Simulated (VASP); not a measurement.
Set up this calculation in VASP 6.6.1, as the native input.

```
Task                   : single point
Functional             : LDA
Potentials or basis    : VASP PAW LDA potentials, release 64 (Te, Mo_sv)
Cutoff                 : 520 eV
k mesh                 : 12 × 12 × 2
Occupations            : gaussian, width 0.02 eV
Spin                   : no spin polarisation
Dipole correction      : no
Further INCAR settings : ALGO = Normal; EDIFF = 1e-07; NBANDS = 20
```

The structure of Te2Mo lies in POSCAR:

```
Te2Mo
1.0
    3.5705444622      0.0000000000      0.0000000000
   -1.7852722311      3.0921822096      0.0000000000
    0.0000000000      0.0000000000     18.0454056682
Te Mo
2 1
Direct
    0.3333333333      0.6666666667      0.9027158344
    0.3333333333      0.6666666667      0.0972841656
    0.0000000000      0.0000000000      0.0000000000
```

This cell differs from its parent crystal: equal strain along all axes, cell held: +3.0 %, then relaxed in part.

These files were run (other wordings do the same):

INCAR

```
  PREC = Accurate
  ENCUT = 520
  EDIFF = 1E-7
  ISMEAR = 0
  SIGMA = 0.02
  LREAL = F
  LASPH = T
  NELM = 100
  ALGO = Normal
  ISIF = 2
  LWAVE = F
  LCHARG = F
  GGA = CA
  NBANDS = 20
```

KPOINTS

```
Automatic mesh
0
Gamma
  12 12 2
```

Potentials or basis: VASP PAW LDA potentials, release 64 (Te, Mo_sv).

The run is started by

```bash
$ cat potpaw_LDA.64/Te/POTCAR potpaw_LDA.64/Mo_sv/POTCAR > POTCAR
$ mpirun -np 1 vasp_std > vasp.out
```

It gave:

- Largest force: 0.062 eV/Å
- Band gap on the k mesh: 0.99 eV, direct

Caveat: the cell differs from its parent crystal (equal strain along all axes, cell held: +3.0 %, then relaxed in part); spin-orbit coupling is left out, which moves the levels of the heavy elements.

Wall time 2.1 min on 1 thread of AMD EPYC 9R45 96-Core Processor (Zen 5) (shared host), peak memory 0.31 GiB.
